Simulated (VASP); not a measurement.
Input of a VASP 6.6.1 run:

POSCAR

```
BaZrO3
1.0
    4.1815000000      0.0000000000      0.0000000000
    0.0000000000      4.1815000000      0.0000000000
    0.0000000000      0.0000000000      4.1815000000
Ba Zr O
1 1 3
Direct
    0.5000000000      0.4873172286      0.4873172286
    0.0000000000      0.0000000000      0.0000000000
    0.5000000000      0.0000000000      0.0000000000
    0.0000000000      0.5000000000      0.0000000000
    0.0000000000      0.0000000000      0.5000000000
```

File INCAR.step1:

```
ALGO = Normal
EDIFF = 1E-4
ENCUT = 520
GGA = PE
ISMEAR = 0
LASPH = True
LCHARG = False
LREAL = False
LWAVE = True
NBANDS = 28
NELM = 60
PREC = Accurate
SIGMA = 0.05
```

INCAR.step2

```
ALGO = Normal
EDIFF = 1E-6
ENCUT = 520
ISIF = 2
ISMEAR = 0
ISTART = 1
LASPH = True
LCHARG = False
LMIXTAU = True
LREAL = False
LWAVE = False
METAGGA = R2SCAN
NBANDS = 28
NELM = 60
PREC = Accurate
SIGMA = 0.05
```

The input KPOINTS:

```
k-points
0
Gamma
  6 6 6
```

Potentials or basis: VASP PAW PBE potentials, release 64 (Ba_sv, Zr_sv, O).

The run is started by

```console
$ cat potpaw_PBE.64/Ba_sv/POTCAR potpaw_PBE.64/Zr_sv/POTCAR potpaw_PBE.64/O/POTCAR > POTCAR
$ cp INCAR.step1 INCAR
$ mpirun -np 1 vasp_std > vasp.out
$ cp INCAR.step2 INCAR
$ mpirun -np 1 vasp_std > vasp.out
```

Q: What does it give for the largest force?

A: 0.338 eV/Å.

Q: Predict the pressure.

A: 4.1 GPa.

Forces in eV/Å, atoms in the order of the input:
```
Ba   0.000  0.239  0.239
Zr   0.000 -0.200 -0.200
O    0.000  0.012  0.012
O    0.000 -0.065  0.014
O    0.000  0.014 -0.065
```

Caveat: the cell differs from its parent crystal (all Ba atoms moved +0.075 Å, as atom 1 towards its neighbour atom 3 (O) at 2.957 Å); the cell stands under pressure; the PAW data sets were made with another functional, which shifts forces and pressure a little.
